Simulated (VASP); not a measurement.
# MnCoC4N4 (P-43m) in VASP: single point with PBE

Aim: the single point of MnCoC4N4 with PBE.

All numbers are computed with VASP 6.6.1; they aren't measurements. Logs are shortened: lines on timing, memory, paths and dates and some standing lists are left out, and cuts for length are marked.

### 1 The cell of the first run

Symmetry: P-43m, No. 215, cubic system. Conventional cell: a = 5.939 Å, b = 5.939 Å, c = 5.939 Å, α = 90.00°, β = 90.00°, γ = 90.00°. Within 2.7 Å of Mn (site symmetry -43m) lie 4 C at 2.06 Å. Within 2.5 Å of Co (site symmetry -43m) lie 4 N at 1.91 Å. Within 1.6 Å of C (site symmetry 3m) lie 1 N at 1.17 Å. N (site symmetry 3m) has 1 C at 1.17 Å within 1.6 Å.

### 2 Single point, PBE, collinear spin, ferromagnetic start

INCAR reads:

```
PREC = Accurate
ENCUT = 600
EDIFF = 1E-6
ISMEAR = 0
SIGMA = 0.02
LREAL = False
LASPH = True
NELM = 200
ALGO = Normal
ISIF = 2
LWAVE = False
LCHARG = False
ISPIN = 2
MAGMOM = 4.06 2.58 0 0 0 0 0 0 0 0
LORBIT = 11
LMAXMIX = 4
GGA = PE
NBANDS = 44
GGA_COMPAT = False
```

KPOINTS reads:

```
regular mesh
0
Gamma
  6 6 6
```

POSCAR reads:

```
MnCoC4N4
1.0
    5.9385913963      0.0000000000      0.0000000000
    0.0000000000      5.9385913963      0.0000000000
    0.0000000000      0.0000000000      5.9385913963
Mn Co C N
1 1 4 4
Direct
    0.0000000000      0.0000000000      0.0000000000
    0.5000000000      0.5000000000      0.5000000000
    0.2004557241      0.2004557241      0.2004557241
    0.2004557241      0.7995442759      0.7995442759
    0.7995442759      0.2004557241      0.7995442759
    0.7995442759      0.7995442759      0.2004557241
    0.3142715691      0.3142715691      0.3142715691
    0.3142715691      0.6857284309      0.6857284309
    0.6857284309      0.3142715691      0.6857284309
    0.6857284309      0.6857284309      0.3142715691
```

Potentials or basis: VASP PAW PBE potentials, release 64 (Mn_pv, Co, C, N).

Launch:

```
> cat potpaw_PBE.64/Mn_pv/POTCAR potpaw_PBE.64/Co/POTCAR potpaw_PBE.64/C/POTCAR potpaw_PBE.64/N/POTCAR > POTCAR
> mpirun -np 1 vasp_std > vasp.out
```

OUTCAR:

```text
PREC = Accurate
   ENCUT = 600
   EDIFF = 1E-6
   ISMEAR = 0
   LREAL = False
   LASPH = True
   NELM = 200
   ISIF = 2
   ISPIN = 2
   LORBIT = 11
   GGA = PE

 ion  position               nearest neighbor table
   1  0.000  0.000  0.000-   3 2.06   4 2.06   5 2.06   6 2.06
   2  0.500  0.500  0.500-   7 1.91   8 1.91   9 1.91  10 1.91
   3  0.200  0.200  0.200-   7 1.17   1 2.06
   4  0.200  0.800  0.800-   8 1.17   1 2.06
   5  0.800  0.200  0.800-   9 1.17   1 2.06
   6  0.800  0.800  0.200-  10 1.17   1 2.06
   7  0.314  0.314  0.314-   3 1.17   2 1.91
   8  0.314  0.686  0.686-   4 1.17   2 1.91
   9  0.686  0.314  0.686-   5 1.17   2 1.91
  10  0.686  0.686  0.314-   6 1.17   2 1.91

  LATTYP: Found a simple cubic cell.
 ALAT       =     5.9385913963

  Lattice vectors:

 A1 = (   5.9385913963,   0.0000000000,   0.0000000000)
 A2 = (   0.0000000000,   5.9385913963,   0.0000000000)
 A3 = (   0.0000000000,   0.0000000000,   5.9385913963)

Analysis of symmetry for initial positions (statically):
=====================================================================
 Subroutine PRICEL returns:
 Original cell was already a primitive cell.

 Routine SETGRP: Setting up the symmetry group for a
 simple cubic supercell.

 Subroutine GETGRP returns: Found 24 space group operations
 (whereof 24 operations were pure point group operations)
 out of a pool of 48 trial point group operations.

The static configuration has the point symmetry T_d .

Analysis of symmetry for dynamics (positions and initial velocities):
=====================================================================
 Subroutine PRICEL returns:
 Original cell was already a primitive cell.

 Routine SETGRP: Setting up the symmetry group for a
 simple cubic supercell.

 Subroutine GETGRP returns: Found 24 space group operations
 (whereof 24 operations were pure point group operations)
 out of a pool of 48 trial point group operations.

The dynamic configuration has the point symmetry T_d .

Analysis of structural, dynamic, and magnetic symmetry:
=====================================================================
 Subroutine PRICEL returns:
 Original cell was already a primitive cell.

 Routine SETGRP: Setting up the symmetry group for a
 simple cubic supercell.

 Subroutine GETGRP returns: Found 24 space group operations
 (whereof 24 operations were pure point group operations)
 out of a pool of 48 trial point group operations.

The overall configuration has the point symmetry T_d .

 Subroutine INISYM returns: Found 24 space group operations
 (whereof 24 operations are pure point group operations),
 and found     1 'primitive' translations

----------------------------------------------------------------------------------------

                                     Primitive cell

  volume of cell :     209.4355

  direct lattice vectors                    reciprocal lattice vectors
     5.938591396  0.000000000  0.000000000     0.168390100  0.000000000  0.000000000
     0.000000000  5.938591396  0.000000000     0.000000000  0.168390100  0.000000000
     0.000000000  0.000000000  5.938591396     0.000000000  0.000000000  0.168390100

  length of vectors
     5.938591396  5.938591396  5.938591396     0.168390100  0.168390100  0.168390100

  position of ions in fractional coordinates (direct lattice)
     0.000000000  0.000000000  0.000000000
     0.500000000  0.500000000  0.500000000
     0.200455724  0.200455724  0.200455724
     0.200455724  0.799544276  0.799544276
     0.799544276  0.200455724  0.799544276
     0.799544276  0.799544276  0.200455724
     0.314271569  0.314271569  0.314271569
     0.314271569  0.685728431  0.685728431
     0.685728431  0.314271569  0.685728431
     0.685728431  0.685728431  0.314271569

  ion indices of the primitive-cell ions
   primitive index   ion index
                 1           1
                 2           2
                 3           3
                 4           4
                 5           5
                 6           6
                 7           7
                 8           8
                 9           9
                10          10

----------------------------------------------------------------------------------------

 KPOINTS: regular mesh

Automatic generation of k-mesh.
 Grid dimensions read from file:
 generate k-points for:    6    6    6

 Generating k-lattice:

  Cartesian coordinates                     Fractional coordinates (reciprocal lattice)
     0.028065017  0.000000000  0.000000000     0.166666667  0.000000000  0.000000000
     0.000000000  0.028065017  0.000000000     0.000000000  0.166666667  0.000000000
     0.000000000  0.000000000  0.028065017     0.000000000  0.000000000  0.166666667

  Length of vectors
     0.028065017  0.028065017  0.028065017

  Shift w.r.t. Gamma in fractional coordinates (k-lattice)
     0.000000000  0.000000000  0.000000000

 Subroutine IBZKPT returns following result:
 ===========================================

 Found     20 irreducible k-points:

 Following reciprocal coordinates:
            Coordinates               Weight
  0.000000  0.000000  0.000000      1.000000
  0.166667  0.000000  0.000000      6.000000
  0.333333  0.000000  0.000000      6.000000
  0.500000  0.000000  0.000000      3.000000
  0.166667  0.166667  0.000000     12.000000
  0.333333  0.166667  0.000000     24.000000
[... 12 lines left out ...]
  0.500000  0.500000  0.333333      6.000000
  0.500000  0.500000  0.500000      1.000000
   k-points           NKPTS =     20   k-points in BZ     NKDIM =     20   number of bands    NBANDS=     44
   number of dos      NEDOS =    301   number of ions     NIONS =     10
   total plane-waves  NPLWV = 110592
   dimension x,y,z NGX =    48 NGY =   48 NGZ =   48
   dimension x,y,z NGXF=    96 NGYF=   96 NGZF=   96
   ions per type =               1   1   4   4
   NGX,Y,Z   is equivalent  to a cutoff of  13.44, 13.44, 13.44 a.u.
   NGXF,Y,Z  is equivalent  to a cutoff of  26.87, 26.87, 26.87 a.u.
 SYSTEM =  unknown system
   PREC   = accura    normal or accurate (medium, high low for compatibility)
   ISTART =      0    job   : 0-new  1-cont  2-samecut
   ICHARG =      2    charge: 1-file 2-atom 10-const
   ISPIN  =      2    spin polarized calculation?
   LNONCOLLINEAR =      F non collinear calculations
   LSORBIT =      F    spin-orbit coupling
   LASPH  =      T    aspherical Exc in radial PAW
   ENCUT  =  600.0 eV  44.10 Ry    6.64 a.u.  11.86 11.86 11.86*2*pi/ulx,y,z
   NELM   =    200;   NELMIN=  2; NELMDL= -5     # of ELM steps
   EDIFF  = 0.1E-05   stopping-criterion for ELM
   LREAL  =      F    real-space projection
   EDIFFG = 0.1E-04   stopping-criterion for IOM
   NSW    =      0    number of steps for IOM
   IBRION =     -1    ionic relax: 0-MD 1-quasi-New 2-CG
   NFREE  =      0    steps in history (QN), initial steepest desc. (CG)
   ISIF   =      2    stress and relaxation
   ISYM   =      2    0-nonsym 1-usesym 2-fastsym
   POTIM  = 0.5000    time-step for ionic-motion
   TEBEG  =    0.0;   TEEND  =   0.0 temperature during run
   PSTRESS=    0.0 pullay stress
   NELECT =      58.0000    total number of electrons
   NUPDOWN=      -1.0000    fix difference up-down
   EMIN   =  10.00;   EMAX   =-10.00  energy-range for DOS
   EFERMI =   0.00;   METHOD = LEGACY
   ISMEAR =     0;   SIGMA  =   0.02  broadening in eV -4-tet -1-fermi 0-gaus
   EFERMI_NEDOS =   21; number of points for ismear=-14 and -15
   IALGO  =     38    algorithm
   IMIX   =      4    mixing-type and parameters
     AMIX     =   0.40;   BMIX     =  1.00
     AMIX_MAG =   1.60;   BMIX_MAG =  1.00
  volume/ion in A,a.u.               =      20.94       141.33
  Fermi-wavevector in a.u.,A,eV,Ry     =   1.067089  2.016506 15.492673  1.138679
  Thomas-Fermi vector in A             =   2.202694
   LORBIT       =     11    0 simple, 1 ext, 2 COOP (PROOUT), +10 PAW based schemes
   GGA     = PE    functional components
   LHFCALC =     F    Hartree Fock is set to
   AEXX    =    0.0000 exact exchange contribution
   IVDW    =     0    specifies the selected vdW correction
   LEPSILON=     F    determine dielectric tensor
   LRPA    =     F    only Hartree local field effects (RPA)
 spin polarized calculation
 Gauss-broadening in eV      SIGMA  =   0.02
  energy-cutoff  :      600.00
  volume of cell :      209.44
 maximum number of plane-waves:      7052
 NGX is ok and might be reduce to    48
   NGX = 23   NGY = 23   NGZ = 23

 number of electron      57.9999987 magnetization       4.6697054

 Free energy of the ion-electron system (eV)
  ---------------------------------------------------
  ext. energy  EPLUGINS =         0.00000000
  ---------------------------------------------------
  free energy    TOTEN  =       -80.58090809 eV

  energy without entropy =      -80.57422311  energy(sigma->0) =      -80.57756560

 E-fermi :  -1.1080     XC(G=0):  -7.0863

 val. band max:       -1.1088222049   @ k =   0.5000   0.1667   0.1667
 cond. band min:      -1.1077632874   @ k =   0.5000   0.5000   0.5000
 fundamental gap:      0.0010589175
 Fermi energy:        -1.1080330809

 spin component 1

 k-point     1 :       0.0000    0.0000    0.0000
  band No.  band energies     occupation
      1     -51.1448      1.00000
      2     -51.1448      1.00000
      3     -51.1448      1.00000
      4     -18.7997      1.00000
      5     -18.6703      1.00000
      6     -18.6703      1.00000
[... 869 lines left out ...]
     40       4.3002      0.00000
     41       4.3002      0.00000
 Fermi energy:        -1.1080330809

 spin component 2

 k-point     1 :       0.0000    0.0000    0.0000
  band No.  band energies     occupation
      1     -46.9759      1.00000
      2     -46.9759      1.00000
      3     -46.9759      1.00000
      4     -18.7347      1.00000
      5     -18.6064      1.00000
      6     -18.6064      1.00000
[... 869 lines left out ...]
     40       4.4018      0.00000
     41       4.4018      0.00000
 [bands above 41 left out]

------------------------ aborting loop because EDIFF is reached ----------------------------------------

  FORCE on cell =-STRESS in cart. coord.  units (eV):
  Direction    XX          YY          ZZ          XY          YZ          ZX
  --------------------------------------------------------------------------------------
  -------------------------------------------------------------------------------------
  Total       -1.2841180     -1.2841180     -1.2841180     -0.0000000     -0.0000000      0.0000000
  in kB       -9.8234761     -9.8234761     -9.8234761     -0.0000000     -0.0000000      0.0000000
  external PRESSURE =      -9.8234761 kB  Pullay stress =       0.0000000 kB

 VOLUME and BASIS-vectors are now :
 -----------------------------------------------------------------------------
  energy-cutoff  :      600.00
  volume of cell :      209.44
      direct lattice vectors                 reciprocal lattice vectors
     5.938591396  0.000000000  0.000000000     0.168390100  0.000000000  0.000000000
     0.000000000  5.938591396  0.000000000     0.000000000  0.168390100  0.000000000
     0.000000000  0.000000000  5.938591396     0.000000000  0.000000000  0.168390100

 POSITION                                       TOTAL-FORCE (eV/Angst)
 -----------------------------------------------------------------------------------
      0.00000      0.00000      0.00000         0.000000      0.000000      0.000000
      2.96930      2.96930      2.96930         0.000000      0.000000      0.000000
      1.19042      1.19042      1.19042        -0.545731     -0.545731     -0.545731
      1.19042      4.74817      4.74817        -0.545731      0.545731      0.545731
      4.74817      1.19042      4.74817         0.545731     -0.545731      0.545731
      4.74817      4.74817      1.19042         0.545731      0.545731     -0.545731
      1.86633      1.86633      1.86633         0.748527      0.748527      0.748527
      1.86633      4.07226      4.07226         0.748527     -0.748527     -0.748527
      4.07226      1.86633      4.07226        -0.748527      0.748527     -0.748527
      4.07226      4.07226      1.86633        -0.748527     -0.748527      0.748527
 -----------------------------------------------------------------------------------
    total drift:                               -0.000000     -0.000000     -0.000000

  FREE ENERGIE OF THE ION-ELECTRON SYSTEM (eV)
  ---------------------------------------------------
  free  energy   TOTEN  =       -80.5809080939 eV

  energy  without entropy=      -80.5742231062  energy(sigma->0) =      -80.57756560

 total charge

# of ion       s       p       d       tot
------------------------------------------
    1        0.312   6.327   4.843  11.482
    2        0.392   0.552   7.194   8.139
    3        0.962   1.616   0.000   2.578
    4        0.962   1.616   0.000   2.578
    5        0.962   1.616   0.000   2.578
    6        0.962   1.616   0.000   2.578
    7        1.300   2.574   0.000   3.874
    8        1.300   2.574   0.000   3.874
    9        1.300   2.574   0.000   3.874
   10        1.300   2.574   0.000   3.874
--------------------------------------------------
tot          9.754  23.636  12.037  45.427

 magnetization (x)

# of ion       s       p       d       tot
------------------------------------------
    1        0.026   0.086   3.781   3.893
    2       -0.000  -0.006   0.163   0.158
    3        0.001  -0.030   0.000  -0.029
    4        0.001  -0.030   0.000  -0.029
    5        0.001  -0.030   0.000  -0.029
    6        0.001  -0.030   0.000  -0.029
    7        0.005   0.052   0.000   0.057
    8        0.005   0.052   0.000   0.057
    9        0.005   0.052   0.000   0.057
   10        0.005   0.052   0.000   0.057
--------------------------------------------------
tot          0.052   0.170   3.944   4.166
```

It took 7.2 min on 1 thread of Intel Xeon 6975P-C (Granite Rapids), shared host; peak memory 0.64 GiB.

Results:

| Property | Result |
| --- | --- |
| Free energy | -80.5809 eV |
| Pressure | -1.0 GPa |
| Largest force | 1.296 eV/Å |
| Net moment | 4.67 μB per cell |
| Site moments | Mn +3.89; Co +0.16; C -0.03; N +0.06 μB |
| Valence electrons inside the program's atomic spheres | Mn 11.48; Co 8.14; C 2.58; N 3.87 |

Forces in eV/Å, atoms in the order of the input:
```
Mn   0.000  0.000  0.000
Co   0.000  0.000  0.000
C   -0.546 -0.546 -0.546
C   -0.546  0.546  0.546
C    0.546 -0.546  0.546
C    0.546  0.546 -0.546
N    0.749  0.749  0.749
N    0.749 -0.749 -0.749
N   -0.749  0.749 -0.749
N   -0.749 -0.749  0.749
```

Caveat: forces of over 1 eV/Å act on the atoms, so gaps and moduli don't describe the material at rest.
